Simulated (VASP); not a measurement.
# AlCo (WC type) (P-6m2) in VASP: a series of runs

The runs below take AlCo (WC type) through relaxation of cell and atoms, single point, with PBE.

Everything below comes from runs of VASP 6.6.1. Logs are shortened: lines on timing, memory, paths and dates and some standing lists are left out, and cuts for length are marked.

## 1. The cell of the first run

It takes space group P-6m2 (No. 187, hexagonal). The conventional cell has a = 2.526 Å, b = 2.526 Å, c = 3.609 Å, α = 90.00°, β = 90.00°, γ = 120.00°. Within 3.1 Å of Co (site symmetry -6m2) lie 6 Al at 2.32 Å and 6 Co at 2.53 Å. Al (site symmetry -6m2) has 6 Co at 2.32 Å and 6 Al at 2.53 Å within 3.1 Å.

## 2. Relaxation of cell and atoms, PBE, target pressure 50 GPa, at which the enthalpy is minimised

Input file INCAR:

```
PREC = Accurate
ENCUT = 600
EDIFF = 1E-6
ISMEAR = -1
SIGMA = 0.08
LREAL = F
LASPH = T
NELM = 60
ALGO = Normal
ISIF = 3
LWAVE = F
LCHARG = F
GGA = PE
IBRION = 2
NSW = 32
EDIFFG = -0.005
PSTRESS = 500.0
```

Input file KPOINTS:

```
regular mesh
0
Gamma
  15 15 13
```

Input file POSCAR:

```
AlCo
1.0
    2.5257615193      0.0000000000      0.0000000000
   -1.2628807596      2.1873736396      0.0000000000
    0.0000000000      0.0000000000      3.6088905824
Co Al
1 1
Direct
    0.0000000000      0.0000000000      0.0000000000
    0.3333333333      0.6666666667      0.5000000000
```

Potentials or basis: VASP PAW PBE potentials, release 64 (Co, Al).

Started as:

```console
cat potpaw_PBE.64/Co/POTCAR potpaw_PBE.64/Al/POTCAR > POTCAR
mpirun -np 1 vasp_std > vasp.out
```

OUTCAR:

```text
PREC = Accurate
   ENCUT = 600
   EDIFF = 1E-6
   ISMEAR = -1
   LREAL = F
   LASPH = T
   NELM = 60
   ISIF = 3
   GGA = PE
   IBRION = 2
   NSW = 32
   EDIFFG = -0.005
   PSTRESS = 500.0

 ion  position               nearest neighbor table
   1  0.000  0.000  0.000-   2 2.32   2 2.32   2 2.32   2 2.32   2 2.32   2 2.32
   2  0.333  0.667  0.500-   1 2.32   1 2.32   1 2.32   1 2.32   1 2.32   1 2.32

  LATTYP: Found a hexagonal cell.
 ALAT       =     2.5257615193
 C/A-ratio  =     1.4288326728

  Lattice vectors:

 A1 = (   2.5257615193,   0.0000000000,   0.0000000000)
 A2 = (  -1.2628807596,   2.1873736396,   0.0000000000)
 A3 = (   0.0000000000,   0.0000000000,   3.6088905824)

Analysis of symmetry for initial positions (statically):
=====================================================================
 Subroutine PRICEL returns:
 Original cell was already a primitive cell.

 Routine SETGRP: Setting up the symmetry group for a
 hexagonal supercell.

 Subroutine GETGRP returns: Found 12 space group operations
 (whereof 12 operations were pure point group operations)
 out of a pool of 24 trial point group operations.

The static configuration has the point symmetry D_3h.

Analysis of symmetry for dynamics (positions and initial velocities):
=====================================================================
 Subroutine PRICEL returns:
 Original cell was already a primitive cell.

 Routine SETGRP: Setting up the symmetry group for a
 hexagonal supercell.

 Subroutine GETGRP returns: Found 12 space group operations
 (whereof 12 operations were pure point group operations)
 out of a pool of 24 trial point group operations.

The dynamic configuration has the point symmetry D_3h.

 Subroutine INISYM returns: Found 12 space group operations
 (whereof 12 operations are pure point group operations),
 and found     1 'primitive' translations

----------------------------------------------------------------------------------------

                                     Primitive cell

  volume of cell :      19.9383

  direct lattice vectors                    reciprocal lattice vectors
     2.525761519  0.000000000  0.000000000     0.395920198  0.228584633  0.000000000
    -1.262880760  2.187373640  0.000000000     0.000000000  0.457169265  0.000000000
     0.000000000  0.000000000  3.608890582     0.000000000  0.000000000  0.277093466

  length of vectors
     2.525761519  2.525761519  3.608890582     0.457169265  0.457169265  0.277093466

  position of ions in fractional coordinates (direct lattice)
     0.000000000  0.000000000  0.000000000
     0.333333333  0.666666667  0.500000000

  ion indices of the primitive-cell ions
   primitive index   ion index
                 1           1
                 2           2

----------------------------------------------------------------------------------------

 KPOINTS: regular mesh

Automatic generation of k-mesh.
 Grid dimensions read from file:
 generate k-points for:   15   15   13

 Generating k-lattice:

  Cartesian coordinates                     Fractional coordinates (reciprocal lattice)
     0.026394680  0.015238976  0.000000000     0.066666667 -0.000000000  0.000000000
     0.000000000  0.030477951  0.000000000     0.000000000  0.066666667  0.000000000
     0.000000000  0.000000000  0.021314882     0.000000000  0.000000000  0.076923077

  Length of vectors
     0.030477951  0.030477951  0.021314882

  Shift w.r.t. Gamma in fractional coordinates (k-lattice)
     0.000000000  0.000000000  0.000000000

 Subroutine IBZKPT returns following result:
 ===========================================

 Found    189 irreducible k-points:

 Following reciprocal coordinates:
            Coordinates               Weight
  0.000000  0.000000  0.000000      1.000000
  0.066667  0.000000  0.000000      6.000000
  0.133333 -0.000000  0.000000      6.000000
  0.200000  0.000000  0.000000      6.000000
  0.266667 -0.000000  0.000000      6.000000
  0.333333  0.000000  0.000000      6.000000
[... 16 lines left out ...]
  0.333333  0.200000  0.000000     12.000000
  0.400000  0.200000  0.000000      6.000000
 [... further k-points ...]
   k-points           NKPTS =    189   k-points in BZ     NKDIM =    189   number of bands    NBANDS=     10
   number of dos      NEDOS =    301   number of ions     NIONS =      2
   total plane-waves  NPLWV =  12000
   dimension x,y,z NGX =    20 NGY =   20 NGZ =   30
   dimension x,y,z NGXF=    40 NGYF=   40 NGZF=   60
   ions per type =               1   1
   NGX,Y,Z   is equivalent  to a cutoff of  13.16, 13.16, 13.82 a.u.
   NGXF,Y,Z  is equivalent  to a cutoff of  26.33, 26.33, 27.64 a.u.
 SYSTEM =  unknown system
   PREC   = accura    normal or accurate (medium, high low for compatibility)
   ISTART =      0    job   : 0-new  1-cont  2-samecut
   ICHARG =      2    charge: 1-file 2-atom 10-const
   ISPIN  =      1    spin polarized calculation?
   LNONCOLLINEAR =      F non collinear calculations
   LSORBIT =      F    spin-orbit coupling
   LASPH  =      T    aspherical Exc in radial PAW
   ENCUT  =  600.0 eV  44.10 Ry    6.64 a.u.   5.04  5.04  7.21*2*pi/ulx,y,z
   NELM   =     60;   NELMIN=  2; NELMDL= -5     # of ELM steps
   EDIFF  = 0.1E-05   stopping-criterion for ELM
   LREAL  =      F    real-space projection
   EDIFFG = -.5E-02   stopping-criterion for IOM
   NSW    =     32    number of steps for IOM
   IBRION =      2    ionic relax: 0-MD 1-quasi-New 2-CG
   NFREE  =      1    steps in history (QN), initial steepest desc. (CG)
   ISIF   =      3    stress and relaxation
   ISYM   =      2    0-nonsym 1-usesym 2-fastsym
   POTIM  = 0.5000    time-step for ionic-motion
   TEBEG  =    0.0;   TEEND  =   0.0 temperature during run
   PSTRESS=  500.0 pullay stress
   NELECT =      12.0000    total number of electrons
   NUPDOWN=      -1.0000    fix difference up-down
   EMIN   =  10.00;   EMAX   =-10.00  energy-range for DOS
   EFERMI =   0.00;   METHOD = LEGACY
   ISMEAR =    -1;   SIGMA  =   0.08  broadening in eV -4-tet -1-fermi 0-gaus
   EFERMI_NEDOS =   21; number of points for ismear=-14 and -15
   IALGO  =     38    algorithm
   IMIX   =      4    mixing-type and parameters
     AMIX     =   0.40;   BMIX     =  1.00
     AMIX_MAG =   1.60;   BMIX_MAG =  1.00
  volume/ion in A,a.u.               =       9.97        67.28
  Fermi-wavevector in a.u.,A,eV,Ry     =   1.382204  2.611987 25.993777  1.910489
  Thomas-Fermi vector in A             =   2.506917
   LORBIT       =      0    0 simple, 1 ext, 2 COOP (PROOUT), +10 PAW based schemes
   GGA     = PE    functional components
   LHFCALC =     F    Hartree Fock is set to
   AEXX    =    0.0000 exact exchange contribution
   IVDW    =     0    specifies the selected vdW correction
   LEPSILON=     F    determine dielectric tensor
   LRPA    =     F    only Hartree local field effects (RPA)
 conjugate gradient relaxation of ions
 non-spin polarized calculation
  energy-cutoff  :      600.00
  volume of cell :       19.94
 maximum number of plane-waves:       676
   NGX = 11   NGY = 11   NGZ = 15

--------------------------------------- Ionic step        1  -------------------------------------------

 number of electron      12.0000003 magnetization

 Free energy of the ion-electron system (eV)
  ---------------------------------------------------
  ext. energy  EPLUGINS =         0.00000000
  ---------------------------------------------------
  free energy    TOTEN  =       -10.86578402 eV

  energy without entropy =      -10.83314785  energy(sigma->0) =      -10.84946593

------------------------ aborting loop because EDIFF is reached ----------------------------------------

  FORCE on cell =-STRESS in cart. coord.  units (eV):
  Direction    XX          YY          ZZ          XY          YZ          ZX
  --------------------------------------------------------------------------------------
  -------------------------------------------------------------------------------------
  Total        6.2126269      6.2126269      6.1575573      0.0000000      0.0000000     -0.0000000
  in kB      499.2255718    499.2255718    494.8003685      0.0000000      0.0000000     -0.0000000
  external PRESSURE =      -2.2494960 kB  Pullay stress =     500.0000000 kB
[... 137 lines left out ...]
  enthalpy is  TOTEN    =        -4.6435499281 eV   P V=        6.2162734138

--------------------------------------- Ionic step        5  -------------------------------------------

 number of electron      12.0000003 magnetization

 Free energy of the ion-electron system (eV)
  ---------------------------------------------------
  ext. energy  EPLUGINS =         0.00000000
  ---------------------------------------------------
  free energy    TOTEN  =       -10.86219246 eV

  energy without entropy =      -10.82954309  energy(sigma->0) =      -10.84586778

 E-fermi :  12.5923     XC(G=0): -13.0160

 val. band max:       12.5824494963   @ k =   0.1333   0.1333   0.2308
 cond. band min:      12.5972668912   @ k =   0.2000   0.0667   0.2308
 fundamental gap:      0.0148173949
 Fermi energy:        12.5923175109

 k-point     1 :       0.0000    0.0000    0.0000
  band No.  band energies     occupation
      1       0.4096      2.00000
      2       8.3468      2.00000
      3      10.8140      2.00000
      4      10.8140      2.00000
      5      10.9740      2.00000
      6      11.9143      1.99958
      7      11.9143      1.99958
      8      16.9320      0.00000
      9      27.4434      0.00000
     10      27.4434      0.00000
[... 287 lines left out ...]
 k-point    24 :       0.4000    0.2000    0.0000
  band No.  band energies     occupation
      1       7.2005      2.00000
      2       8.4558      2.00000
      3       9.2421      2.00000
      4       9.3281      2.00000
      5      10.6583      2.00000
      6      12.8509      0.07590
      7      14.4299      0.00000
      8      16.6943      0.00000
      9      19.4263      0.00000
     10      22.2821      0.00000

 [... further k-points ...]

------------------------ aborting loop because EDIFF is reached ----------------------------------------

  FORCE on cell =-STRESS in cart. coord.  units (eV):
  Direction    XX          YY          ZZ          XY          YZ          ZX
  --------------------------------------------------------------------------------------
  -------------------------------------------------------------------------------------
  Total        6.2100837      6.2100837      6.2153227      0.0000000      0.0000000      0.0000000
  in kB      499.3121783    499.3121783    499.7334113      0.0000000      0.0000000      0.0000000
  external PRESSURE =      -0.5474107 kB  Pullay stress =     500.0000000 kB
[... 17 lines left out ...]
  FREE ENERGIE OF THE ION-ELECTRON SYSTEM (eV)
  ---------------------------------------------------
  free  energy   TOTEN  =       -10.8621924618 eV

  energy  without entropy=      -10.8295430946  energy(sigma->0) =      -10.84586778

  enthalpy is  TOTEN    =        -4.6435541331 eV   P V=        6.2186383287

 reached required accuracy - stopping structural energy minimisation
```

Run time: 79 s. Hardware: 1 thread of AMD EPYC 9R14 (Zen 4), shared host; peak memory 0.15 GiB.

What came out:

* Free energy: -10.8622 eV
* Relaxed volume: 9.96 Å³/atom
* Relaxed cell: a = 2.526 Å, b = 2.526 Å, c = 3.605 Å, α = 90.00°, β = 90.00°, γ = 120.00°
* Space group after relaxing (to 0.1 Å): P-6m2 (No. 187)
* Energy change on relaxing (the run minimises the enthalpy): +1.8 meV/atom
* Ionic steps: 5
* Pressure after relaxing: 49.9 GPa
* Band gap on the k mesh: zero (bands 6 and 7 overlap by 2.02 eV)

The path:
```
step  energy change (eV)  largest force (eV/Å)  pressure (GPa)  volume (Å³)
   1              0.0000                0.0000           49.78        19.94
   2              0.0126                0.0000           50.50        19.90
   3              0.0065                0.0000           50.10        19.92
   4              0.0060                0.0000           50.09        19.92
   5              0.0036                0.0000           49.95        19.93
```

Final structure:
```
Co Al
1.0
     2.52638    0.00000    0.00000
    -1.26319    2.18791    0.00000
     0.00000    0.00000    3.60501
Co Al
1 1
Direct
  0.00000 0.00000 0.00000
  0.33333 0.66667 0.50000
```

Caveat: the cell is relaxed towards a set pressure, so the run minimises the enthalpy, not the energy; the run has no spin polarisation, though such a crystal can be magnetic.

(Part 1 of 3 ends here.)
